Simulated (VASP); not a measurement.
# Si2Mo (I4/mmm) in VASP: notebook

The runs below take Si2Mo through single point, with PBEsol, PBE.

All numbers are computed with VASP 6.6.1; they aren't measurements. Logs are shortened: lines on timing, memory, paths and dates and some standing lists are left out, and cuts for length are marked.

## Step 1: The cell of the first run

The structure is tetragonal, space group I4/mmm (No. 139). The conventional cell has a = 3.200 Å, b = 3.200 Å, c = 7.861 Å, α = 90.00°, β = 90.00°, γ = 90.00°. Within 3.5 Å of Mo (site symmetry 4/mmm) lie 10 Si at 2.62 Å and 4 Mo at 3.20 Å. Within 3.4 Å of Si (site symmetry 4mm) lie 9 Si at 2.61 to 3.20 Å and 5 Mo at 2.62 Å.

## Step 2: Single point, PBEsol

INCAR

```
ALGO = Normal
EDIFF = 1E-6
ENCUT = 520
GGA = PS
ISIF = 2
ISMEAR = 0
LASPH = T
LCHARG = F
LREAL = F
LWAVE = F
NBANDS = 18
NELM = 80
PREC = Accurate
SIGMA = 0.1
```

KPOINTS

```
k-points
0
Gamma
  12 12 12
```

POSCAR

```
Si2Mo
1.0
    4.5352872300      0.0000000000      0.0000000000
    2.2774368483      3.9220035263      0.0000000000
   -3.4063620392     -1.9610017632      2.2627417001
Mo Si
1 2
Direct
    0.0000000000      0.0000000000      0.0000000000
    0.6670000000      0.6670000000      0.0000000000
    0.3330000000      0.3330000000      0.0000000000
```

Potentials or basis: VASP PAW PBE potentials, release 64 (Mo_sv, Si).

On the command line:

```sh
$ cat potpaw_PBE.64/Mo_sv/POTCAR potpaw_PBE.64/Si/POTCAR > POTCAR
$ mpirun -np 1 vasp_std > vasp.out
```

OUTCAR:

```text
EDIFF = 1E-6
   ENCUT = 520
   GGA = PS
   ISIF = 2
   ISMEAR = 0
   LASPH = T
   LREAL = F
   NELM = 80
   PREC = Accurate

 ion  position               nearest neighbor table
   1  0.000  0.000  0.000-   2 2.62   3 2.62   2 2.62   3 2.62   3 2.62   2 2.62   3 2.62   2 2.62
                             2 2.62   3 2.62
   2  0.667  0.667  0.000-   3 2.61   3 2.61   3 2.61   3 2.61   1 2.62   1 2.62   1 2.62   1 2.62
                             1 2.62   3 2.63
   3  0.333  0.333  0.000-   2 2.61   2 2.61   2 2.61   2 2.61   1 2.62   1 2.62   1 2.62   1 2.62
                             1 2.62   2 2.63

  LATTYP: Found a body centered tetragonal cell.
 ALAT       =     3.2000000005
 C/A-ratio  =     2.4565625002

  Lattice vectors:

 A1 = (   4.5352872300,   0.0000000000,   0.0000000000)
 A2 = (   2.2774368483,   3.9220035263,   0.0000000000)
 A3 = (  -3.4063620392,  -1.9610017632,   2.2627417001)

Analysis of symmetry for initial positions (statically):
=====================================================================
 Subroutine PRICEL returns:
 Original cell was already a primitive cell.

 Routine SETGRP: Setting up the symmetry group for a
 body centered tetragonal supercell.

 Subroutine GETGRP returns: Found 16 space group operations
 (whereof 16 operations were pure point group operations)
 out of a pool of 16 trial point group operations.

The static configuration has the point symmetry D_4h.

Analysis of symmetry for dynamics (positions and initial velocities):
=====================================================================
 Subroutine PRICEL returns:
 Original cell was already a primitive cell.

 Routine SETGRP: Setting up the symmetry group for a
 body centered tetragonal supercell.

 Subroutine GETGRP returns: Found 16 space group operations
 (whereof 16 operations were pure point group operations)
 out of a pool of 16 trial point group operations.

The dynamic configuration has the point symmetry D_4h.

 Subroutine INISYM returns: Found 16 space group operations
 (whereof 16 operations are pure point group operations),
 and found     1 'primitive' translations

----------------------------------------------------------------------------------------

                                     Primitive cell

  volume of cell :      40.2483

  direct lattice vectors                    reciprocal lattice vectors
     4.535287230  0.000000000  0.000000000     0.220493201 -0.128036433  0.220970869
     2.277436848  3.922003526  0.000000000     0.000000000  0.254971724  0.220970869
    -3.406362039 -1.961001763  2.262741700     0.000000000  0.000000000  0.441941738

  length of vectors
     4.535287230  4.535287230  4.535287230     0.337399918  0.337399918  0.441941738

  position of ions in fractional coordinates (direct lattice)
     0.000000000  0.000000000  0.000000000
     0.667000000  0.667000000  0.000000000
     0.333000000  0.333000000  0.000000000

  ion indices of the primitive-cell ions
   primitive index   ion index
                 1           1
                 2           2
                 3           3

----------------------------------------------------------------------------------------

 KPOINTS: k-points

Automatic generation of k-mesh.
 Grid dimensions read from file:
 generate k-points for:   12   12   12

 Generating k-lattice:

  Cartesian coordinates                     Fractional coordinates (reciprocal lattice)
     0.018374433 -0.010669703  0.018414239     0.083333333 -0.000000000  0.000000000
     0.000000000  0.021247644  0.018414239     0.000000000  0.083333333  0.000000000
     0.000000000  0.000000000  0.036828478     0.000000000  0.000000000  0.083333333

  Length of vectors
     0.028116660  0.028116660  0.036828478

  Shift w.r.t. Gamma in fractional coordinates (k-lattice)
     0.000000000  0.000000000  0.000000000

 Subroutine IBZKPT returns following result:
 ===========================================

 Found    163 irreducible k-points:

 Following reciprocal coordinates:
            Coordinates               Weight
  0.000000  0.000000  0.000000      1.000000
  0.083333  0.000000 -0.000000      8.000000
  0.166667  0.000000  0.000000      8.000000
  0.250000  0.000000 -0.000000      8.000000
  0.333333  0.000000  0.000000      8.000000
  0.416667  0.000000 -0.000000      8.000000
[... 16 lines left out ...]
  0.500000  0.166667 -0.000000     16.000000
 -0.416667  0.166667  0.000000     16.000000
 [... further k-points ...]
   k-points           NKPTS =    163   k-points in BZ     NKDIM =    163   number of bands    NBANDS=     18
   number of dos      NEDOS =    301   number of ions     NIONS =      3
   total plane-waves  NPLWV =  46656
   dimension x,y,z NGX =    36 NGY =   36 NGZ =   36
   dimension x,y,z NGXF=    72 NGYF=   72 NGZF=   72
   ions per type =               1   2
   NGX,Y,Z   is equivalent  to a cutoff of  13.20, 13.20, 13.20 a.u.
   NGXF,Y,Z  is equivalent  to a cutoff of  26.39, 26.39, 26.39 a.u.
 SYSTEM =  unknown system
   PREC   = accura    normal or accurate (medium, high low for compatibility)
   ISTART =      0    job   : 0-new  1-cont  2-samecut
   ICHARG =      2    charge: 1-file 2-atom 10-const
   ISPIN  =      1    spin polarized calculation?
   LNONCOLLINEAR =      F non collinear calculations
   LSORBIT =      F    spin-orbit coupling
   LASPH  =      T    aspherical Exc in radial PAW
   ENCUT  =  520.0 eV  38.22 Ry    6.18 a.u.   8.43  8.43  8.43*2*pi/ulx,y,z
   NELM   =     80;   NELMIN=  2; NELMDL= -5     # of ELM steps
   EDIFF  = 0.1E-05   stopping-criterion for ELM
   LREAL  =      F    real-space projection
   EDIFFG = 0.1E-04   stopping-criterion for IOM
   NSW    =      0    number of steps for IOM
   IBRION =     -1    ionic relax: 0-MD 1-quasi-New 2-CG
   NFREE  =      0    steps in history (QN), initial steepest desc. (CG)
   ISIF   =      2    stress and relaxation
   ISYM   =      2    0-nonsym 1-usesym 2-fastsym
   POTIM  = 0.5000    time-step for ionic-motion
   TEBEG  =    0.0;   TEEND  =   0.0 temperature during run
   PSTRESS=    0.0 pullay stress
   NELECT =      22.0000    total number of electrons
   NUPDOWN=      -1.0000    fix difference up-down
   EMIN   =  10.00;   EMAX   =-10.00  energy-range for DOS
   EFERMI =   0.00;   METHOD = LEGACY
   ISMEAR =     0;   SIGMA  =   0.10  broadening in eV -4-tet -1-fermi 0-gaus
   EFERMI_NEDOS =   21; number of points for ismear=-14 and -15
   IALGO  =     38    algorithm
   IMIX   =      4    mixing-type and parameters
     AMIX     =   0.40;   BMIX     =  1.00
     AMIX_MAG =   1.60;   BMIX_MAG =  1.00
  volume/ion in A,a.u.               =      13.42        90.54
  Fermi-wavevector in a.u.,A,eV,Ry     =   1.338546  2.529484 24.377614  1.791704
  Thomas-Fermi vector in A             =   2.467007
   LORBIT       =      0    0 simple, 1 ext, 2 COOP (PROOUT), +10 PAW based schemes
   GGA     = PS    functional components
   LHFCALC =     F    Hartree Fock is set to
   AEXX    =    0.0000 exact exchange contribution
   IVDW    =     0    specifies the selected vdW correction
   LEPSILON=     F    determine dielectric tensor
   LRPA    =     F    only Hartree local field effects (RPA)
 non-spin polarized calculation
 Gauss-broadening in eV      SIGMA  =   0.10
  energy-cutoff  :      520.00
  volume of cell :       40.25
 maximum number of plane-waves:      1112
 NGX is ok and might be reduce to    36
   NGX = 17   NGY = 17   NGZ = 17

 number of electron      22.0000000 magnetization

 Free energy of the ion-electron system (eV)
  ---------------------------------------------------
  ext. energy  EPLUGINS =         0.00000000
  ---------------------------------------------------
  free energy    TOTEN  =       -25.07122424 eV

  energy without entropy =      -25.06993079  energy(sigma->0) =      -25.07057751

 E-fermi :  12.1969     XC(G=0): -12.5108

 val. band max:       12.1237439302   @ k =  -0.3333  -0.4167   0.3333
 cond. band min:      12.2371552706   @ k =   0.0833   0.0000  -0.0000
 fundamental gap:      0.1134113404
 Fermi energy:        12.1969022826

 k-point     1 :       0.0000    0.0000    0.0000
  band No.  band energies     occupation
      1     -48.4538      2.00000
      2     -22.6486      2.00000
      3     -22.5479      2.00000
      4     -22.5479      2.00000
      5      -1.2700      2.00000
      6       5.8316      2.00000
[... 10 lines left out ...]
     17      17.2296      0.00000
     18      17.2296      0.00000

 k-point     2 :       0.0833    0.0000   -0.0000
  band No.  band energies     occupation
      1     -48.4526      2.00000
      2     -22.6473      2.00000
      3     -22.5655      2.00000
      4     -22.5463      2.00000
      5      -1.1439      2.00000
      6       5.8388      2.00000
[... 10 lines left out ...]
     17      17.3561      0.00000
     18      17.9651      0.00000

 k-point     3 :       0.1667    0.0000    0.0000
  band No.  band energies     occupation
      1     -48.4492      2.00000
      2     -22.6438      2.00000
      3     -22.6134      2.00000
      4     -22.5418      2.00000
      5      -0.7720      2.00000
      6       5.7941      2.00000
[... 10 lines left out ...]
     17      18.0686      0.00000
     18      19.4168      0.00000

 k-point     4 :       0.2500    0.0000   -0.0000
  band No.  band energies     occupation
      1     -48.4445      2.00000
      2     -22.6785      2.00000
      3     -22.6385      2.00000
      4     -22.5358      2.00000
      5      -0.1735      2.00000
      6       5.4499      2.00000
[... 375 lines left out ...]
      4     -22.5870      2.00000
      5       2.1466      2.00000
      6       3.6634      2.00000
[... 10 lines left out ...]
     17      19.5686      0.00000
     18      21.0631      0.00000

 k-point    23 :       0.5000    0.1667   -0.0000
  band No.  band energies     occupation
      1     -48.4307      2.00000
      2     -22.7961      2.00000
      3     -22.6215      2.00000
      4     -22.5851      2.00000
      5       2.6547      2.00000
      6       3.1494      2.00000
[... 10 lines left out ...]
     17      19.7288      0.00000
     18      20.9354      0.00000

 k-point    24 :      -0.4167    0.1667    0.0000
  band No.  band energies     occupation
      1     -48.4319      2.00000
      2     -22.7793      2.00000
      3     -22.6217      2.00000
      4     -22.5869      2.00000
      5       1.6743      2.00000
      6       4.1818      2.00000
[... 10 lines left out ...]
     17      19.5066      0.00000
     18      20.3601      0.00000

 [... further k-points ...]

------------------------ aborting loop because EDIFF is reached ----------------------------------------

  FORCE on cell =-STRESS in cart. coord.  units (eV):
  Direction    XX          YY          ZZ          XY          YZ          ZX
  --------------------------------------------------------------------------------------
  -------------------------------------------------------------------------------------
  Total       -0.7249378     -0.5677672     -0.4898577     -0.1353328      0.0000000      0.0000000
  in kB      -28.8578227    -22.6012843    -19.4999189     -5.3872330      0.0000000      0.0000000
  external PRESSURE =     -23.6530086 kB  Pullay stress =       0.0000000 kB

 VOLUME and BASIS-vectors are now :
 -----------------------------------------------------------------------------
  energy-cutoff  :      520.00
  volume of cell :       40.25
      direct lattice vectors                 reciprocal lattice vectors
     4.535287230  0.000000000  0.000000000     0.220493201 -0.128036433  0.220970869
     2.277436848  3.922003526  0.000000000     0.000000000  0.254971724  0.220970869
    -3.406362039 -1.961001763  2.262741700     0.000000000  0.000000000  0.441941738

 POSITION                                       TOTAL-FORCE (eV/Angst)
 -----------------------------------------------------------------------------------
      0.00000      0.00000      0.00000         0.000000     -0.000000      0.000000
      4.54409      2.61598      0.00000        -0.279372     -0.160831      0.000000
      2.26864      1.30603      0.00000         0.279372      0.160831      0.000000
 -----------------------------------------------------------------------------------
    total drift:                               -0.000000     -0.000000      0.000000

  FREE ENERGIE OF THE ION-ELECTRON SYSTEM (eV)
  ---------------------------------------------------
  free  energy   TOTEN  =       -25.0712242396 eV

  energy  without entropy=      -25.0699307902  energy(sigma->0) =      -25.07057751
```

It took 2.7 min on 1 thread of Intel Xeon 8259CL, shared host; peak memory 0.28 GiB.

What came out:

- Free energy: -25.0712 eV
- Pressure: -2.4 GPa
- Largest force: 0.322 eV/Å
- Band gap on the k mesh: zero (bands 11 and 12 overlap by 1.04 eV)

Forces in eV/Å, atoms in the order of the input:
```
Mo   0.000  0.000  0.000
Si  -0.279 -0.161  0.000
Si   0.279  0.161  0.000
```

Levels at points of the mesh, in eV from the Fermi level:
| k point | band 8 | band 9 | band 10 | band 11 | band 12 | band 13 | band 14 | band 15 |
| --- | --- | --- | --- | --- | --- | --- | --- | --- |
| (0.00, 0.00, 0.00) | -3.07 | -2.67 | -2.67 | 0.41 | 3.07 | 3.07 | 3.63 | 3.63 |
| (0.50, 0.00, 0.00) | -4.48 | -2.64 | -2.52 | -0.53 | 2.24 | 3.02 | 4.03 | 4.24 |
| (0.50, 0.50, 0.00) | -5.27 | -4.51 | -3.08 | -1.15 | 2.30 | 2.70 | 3.01 | 3.24 |
| (0.50, 0.50, 0.50) | -2.32 | -0.60 | -0.60 | -0.53 | -0.53 | 0.54 | 4.61 | 5.15 |

Caveat: the PAW data sets were made with another functional, which shifts forces and pressure a little.

## Step 3: Single point, PBE

INCAR

```
SYSTEM = Si2Mo
PREC = Accurate ; ENCUT = 520
EDIFF = 1E-6 ; ISMEAR = -1
SIGMA = 0.02 ; LREAL = .False.
LASPH = .True. ; NELM = 100
ALGO = Normal ; ISIF = 2
LWAVE = .False. ; LCHARG = .False.
GGA = PE ; NBANDS = 18
```

KPOINTS

```
regular mesh
0
Gamma
  8 8 8
  0 0 0
```

POSCAR

```
Si2Mo
1.0
   -1.6000000000      1.6000000000      3.9305000000
    1.6000000000     -1.6000000000      3.9305000000
    1.6000000000      1.6000000000     -3.9305000000
Mo Si
1 2
Direct
    0.0000000000      0.0000000000      0.0000000000
    0.6670000000      0.6670000000      0.0000000000
    0.3330000000      0.3330000000      0.0000000000
```

Potentials or basis: VASP PAW PBE potentials, release 64 (Mo_sv, Si).

On the command line:

```sh
$ cat potpaw_PBE.64/Mo_sv/POTCAR potpaw_PBE.64/Si/POTCAR > POTCAR
$ mpirun -np 1 vasp_std > vasp.out
```

Wall time 24 s (1 thread of Intel Xeon 6975P-C (Granite Rapids), shared host); peak memory 0.21 GiB.

It converged, with:

```yaml
Free_energy: -23.2547 eV
Pressure: 2.4 GPa
Largest_force: 0.315 eV/Å
Band_gap_on_the_k_mesh: zero (bands 11 and 12 overlap by 1.04 eV)
```

Forces on the atoms (eV/Å):
```
Mo   0.000  0.000  0.000
Si   0.000  0.000 -0.315
Si   0.000  0.000  0.315
```

Stress tensor (GPa, compression positive):
```
2.92 0.00 0.00
0.00 2.92 0.00
0.00 0.00 1.33
```

Levels at points of the mesh, in eV from the Fermi level:
```csv
k point,band 9,band 10,band 11,band 12,band 13,band 14
"(0.00, 0.00, 0.00)",-2.60,-2.60,0.48,3.13,3.17,3.70
"(0.50, 0.00, 0.00)",-2.55,-2.44,-0.45,2.33,3.08,4.09
"(0.50, 0.50, 0.00)",-4.43,-3.00,-1.07,2.39,2.78,3.07
"(0.50, 0.50, 0.50)",-0.52,-0.52,-0.47,-0.47,0.62,4.68
```

## Step 4: Single point, PBEsol, collinear spin (12.61 Å³/atom)

This run uses another cell than the first one, of 12.61 Å³/atom.

INCAR

```
SYSTEM = Si2Mo
ALGO = Normal
EDIFF = 1E-6
ENCUT = 520
GGA = PS
ISIF = 2
ISMEAR = 0
ISPIN = 2
LASPH = .True.
LCHARG = .False.
LMAXMIX = 4
LORBIT = 11
LREAL = .False.
LWAVE = .False.
MAGMOM = 1 0 0
NBANDS = 22
NELM = 150
NUPDOWN = 1.0
PREC = Accurate
SIGMA = 0.15
```

KPOINTS

```
k-points
0
Gamma
  12 12 12
  0 0 0
```

POSCAR

```
Si2Mo
1.0
   -1.5673377739      1.5673377739      3.8502632003
    1.5673377739     -1.5673377739      3.8502632003
    1.5673377739      1.5673377739     -3.8502632003
Mo Si
1 2
Direct
    0.0000000000      0.0000000000      0.0000000000
    0.6670000000      0.6670000000      0.0000000000
    0.3330000000      0.3330000000      0.0000000000
```

On the command line:

```sh
$ cat potpaw_PBE.64/Mo_sv/POTCAR potpaw_PBE.64/Si/POTCAR > POTCAR
$ mpirun -np 1 vasp_std > vasp.out
```

It took 2.5 min on 1 thread of Intel Xeon 6975P-C (Granite Rapids), shared host; peak memory 0.38 GiB.

Results (log left out):

```
Free energy                                           : -24.2093 eV
Pressure                                              : 18.3 GPa
Largest force                                         : 0.248 eV/Å
Net moment                                            : 1.00 μB per cell
Site moments                                          : Mo +0.66; Si +0.06 μB
Valence electrons inside the program's atomic spheres : Mo 12.81; Si 1.68
```

Forces on the atoms (eV/Å):
```
Mo   0.000  0.000  0.000
Si   0.000  0.000  0.248
Si   0.000  0.000 -0.248
```

Stress tensor (GPa, compression positive):
```
15.19  0.00  0.00
 0.00 15.19  0.00
 0.00  0.00 24.43
```

Caveat: the stress differs along the axes, from 15 to 24 GPa; the PAW data sets were made with another functional, which shifts forces and pressure a little; the total moment is fixed, so each spin has its own Fermi level and the state may be an excited one.

## Step 5: Single point, PBEsol, collinear spin (12.88 Å³/atom)

This run uses another cell than the first one, of 12.88 Å³/atom.

INCAR

```
SYSTEM = Si2Mo
PREC = Accurate
ENCUT = 520
EDIFF = 1E-6
ISMEAR = 0
SIGMA = 0.15
LREAL = .FALSE.
LASPH = .TRUE.
NELM = 150
ALGO = Normal
ISIF = 2
LWAVE = .FALSE.
LCHARG = .TRUE.
ISPIN = 2
MAGMOM = 1 0 0
LORBIT = 11
NUPDOWN = 1.0
LMAXMIX = 4
GGA = PS
LELF = .TRUE.
LVHAR = .TRUE.
NBANDS = 22
```

KPOINTS

```
regular mesh
0
G
  12 12 12
  0 0 0
```

POSCAR

```
Si2Mo
1.0
   -1.5783757276      1.5783757276      3.8773786233
    1.5783757276     -1.5783757276      3.8773786233
    1.5783757276      1.5783757276     -3.8773786233
Mo Si
1 2
Direct
    0.0000000000      0.0000000000      0.0000000000
    0.6670000000      0.6670000000      0.0000000000
    0.3330000000      0.3330000000      0.0000000000
```

On the command line:

```sh
$ cat potpaw_PBE.64/Mo_sv/POTCAR potpaw_PBE.64/Si/POTCAR > POTCAR
$ mpirun -np 1 vasp_std > vasp.out
```

It took 2.6 min on 1 thread of Intel Xeon 6975P-C (Granite Rapids), shared host; peak memory 0.38 GiB.

Results (log left out):

```
Free energy                                           : -24.2867 eV
Pressure                                              : 12.5 GPa
Largest force                                         : 0.198 eV/Å
Net moment                                            : 1.00 μB per cell
Site moments                                          : Mo +0.66; Si +0.06 μB
Valence electrons inside the program's atomic spheres : Mo 12.76; Si 1.66
```

Forces in eV/Å, atoms in the order of the input:
```
Mo   0.000  0.000  0.000
Si   0.000  0.000  0.198
Si   0.000  0.000 -0.198
```

Stress tensor (GPa, compression positive):
```
 9.82  0.00  0.00
 0.00  9.82  0.00
 0.00  0.00 17.97
```

Caveat: the stress differs along the axes, from 10 to 18 GPa; the PAW data sets were made with another functional, which shifts forces and pressure a little; the total moment is fixed, so each spin has its own Fermi level and the state may be an excited one.

## Step 6: Overview

| level | spin | fixed moment (μB) | cell | k mesh | smearing | gap on the mesh (eV) | pressure (GPa) | moment (μB) | largest force (eV/Å) |
| --- | --- | --- | --- | --- | --- | --- | --- | --- | --- |
| PBEsol | off | - | a = 4.535 Å, angles 138.7, 138.7, 59.9°, 3 atoms | 12 × 12 × 12 | gaussian 0.1 eV | none | -2.4 | - | 0.32 |
| PBE | off | - | a = 4.535 Å, angles 138.7, 138.7, 59.9°, 3 atoms | 8 × 8 × 8 | fermi-dirac 0.02 eV | none | 2.4 | - | 0.31 |
| PBEsol | collinear | 1.0 | a = 4.443 Å, angles 138.7, 138.7, 59.9°, 3 atoms | 12 × 12 × 12 | gaussian 0.15 eV | - | 18.3 | 1.00 | 0.25 |
| PBEsol | collinear | 1.0 | a = 4.474 Å, angles 138.7, 138.7, 59.9°, 3 atoms | 12 × 12 × 12 | gaussian 0.15 eV | - | 12.5 | 1.00 | 0.20 |

Alike in all rows: task single point; potentials or basis VASP PAW PBE potentials, release 64 (Mo_sv, Si); cutoff (eV) 520.

Caveats: the PAW data sets were made with another functional, which shifts forces and pressure a little (at least some runs); the total moment is fixed, so each spin has its own Fermi level and the state may be an excited one (at least some runs); the stress differs along the axes, from 15 to 24 GPa (at least some runs); the stress differs along the axes, from 10 to 18 GPa (at least some runs).

Total energies depend on the potentials used, so only differences within one code and one set of settings carry meaning.

The gap in the log of VASP goes by the Fermi energy; the results here count the filled bands.